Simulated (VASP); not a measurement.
Set up this calculation in VASP 6.6.1, as the native input.

- Task: single point
- Functional: B3LYP
- Dispersion: D3(BJ)
- Potentials or basis: VASP PAW PBE potentials, release 64 (Ca_sv)
- Cutoff: 400 eV
- k mesh: 5 × 5 × 5
- Occupations: fermi-dirac, width 0.025 eV
- Spin: no spin polarisation
- Dipole correction: no
- Grid for exact exchange (PRECFOCK): Normal
- Further INCAR settings: ALGO = Normal; EDIFF = 1e-06; NBANDS = 11
- Share of exact exchange: 0.2

Ca:

```
Ca
1.0
    -2.24000    2.24000    2.24000
     2.24000   -2.24000    2.24000
     2.24000    2.24000   -2.24000
Ca
1
Direct
  0.00000 0.00000 0.00000
```

This isn't the form of Ca at room conditions, which is fcc.

One way to write it, as run:

POSCAR

```
Ca
1.0
   -2.2400000000      2.2400000000      2.2400000000
    2.2400000000     -2.2400000000      2.2400000000
    2.2400000000      2.2400000000     -2.2400000000
Ca
1
Direct
    0.0000000000      0.0000000000      0.0000000000
```

INCAR.step1

```
PREC = Accurate
ENCUT = 400
EDIFF = 1E-5
ISMEAR = -1
SIGMA = 0.025
LREAL = False
LASPH = True
NELM = 120
ALGO = Normal
ISIF = 2
LWAVE = True
LCHARG = False
NBANDS = 11
GGA = PE
GGA_COMPAT = False
```

INCAR.step2

```
PREC = Accurate
ENCUT = 400
EDIFF = 1E-6
ISMEAR = -1
SIGMA = 0.025
LREAL = False
LASPH = True
NELM = 120
ALGO = Normal
ISIF = 2
LWAVE = False
LCHARG = False
GGA = B3
LHFCALC = True
AEXX = 0.2
AGGAX = 0.72
AGGAC = 0.81
ALDAC = 0.19
PRECFOCK = Normal
IVDW = 12
NBANDS = 11
ISTART = 1
GGA_COMPAT = False
```

KPOINTS

```
Automatic mesh
0
Gamma
  5 5 5
```

Potentials or basis: VASP PAW PBE potentials, release 64 (Ca_sv).

Run with:

```sh
$ cat potpaw_PBE.64/Ca_sv/POTCAR > POTCAR
$ cp INCAR.step1 INCAR
$ mpirun -np 1 vasp_std > vasp.out
$ cp INCAR.step2 INCAR
$ mpirun -np 1 vasp_std > vasp.out
```

It gave:

The pressure is -2.2 GPa and the band gap on the k mesh is zero (bands 5 and 6 overlap by 0.45 eV). The dispersion energy per atom is -0.467 eV.

Caveat: the k points lie up to 0.40 Å⁻¹ apart; the PAW data sets were made with another functional, which shifts forces and pressure a little.

Run time: 5.3 min on 1 thread of Intel Xeon 8259CL, on a shared host, peak memory 0.16 GiB.
